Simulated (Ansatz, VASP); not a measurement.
One calculation of LiH, two programs

The input INCAR:

```
PREC = Accurate
ENCUT = 750
EDIFF = 1E-6
ISMEAR = 0
SIGMA = 0.01
LREAL = False
LASPH = True
NELM = 120
ALGO = Normal
ISIF = 2
LWAVE = False
LCHARG = False
GGA = PE
NBANDS = 9
GGA_COMPAT = False
```

Contents of KPOINTS:

```
Automatic mesh
0
Gamma
  10 10 10
```

Contents of POSCAR:

```
LiH
1.0
    0.0000000000      1.9831609796      1.9831609796
    1.9831609796      0.0000000000      1.9831609796
    1.9831609796      1.9831609796      0.0000000000
Li H
1 1
Direct
    0.0000000000      0.0000000000      0.0000000000
    0.5000000000      0.5000000000      0.5000000000
```

Input for Ansatz:

```yaml
crystal:
  lattice:
    - [0.0, 1.9831609796, 1.9831609796]
    - [1.9831609796, 0.0, 1.9831609796]
    - [1.9831609796, 1.9831609796, 0.0]
  atoms:
    - { symbol: Li, position: [0.0, 0.0, 0.0] }
    - { symbol: H, position: [0.5, 0.5, 0.5] }
kpoints:
  mp_grid: { grid: [10, 10, 10] }
hamiltonian:
  xc: pbe
scf:
  occupations: { method: fixed }
  n_extra_bands: 4
output:
  forces: true
  stress: true
  eigenvalues: true
```

Alike in both runs: task single point; functional PBE; k mesh 10 × 10 × 10; no spin polarisation.

```csv
,VASP,Ansatz
version,VASP 6.6.1,Ansatz 0.2.0
potentials or method,"VASP PAW PBE potentials, release 64 (Li_sv, H)","plane waves, PAW"
plane-wave cutoff (eV),750,420
occupations,"gaussian, width 0.01 eV",fixed
valence electrons in the cell,4,4
```

|  | VASP | Ansatz | Ansatz less VASP |
| --- | --- | --- | --- |
| gap on the k mesh at the Fermi level (eV) | 2.96 | 2.96 | +0.004 |
| pressure (GPa) | 1.0 | 1.2 | +0.21 |
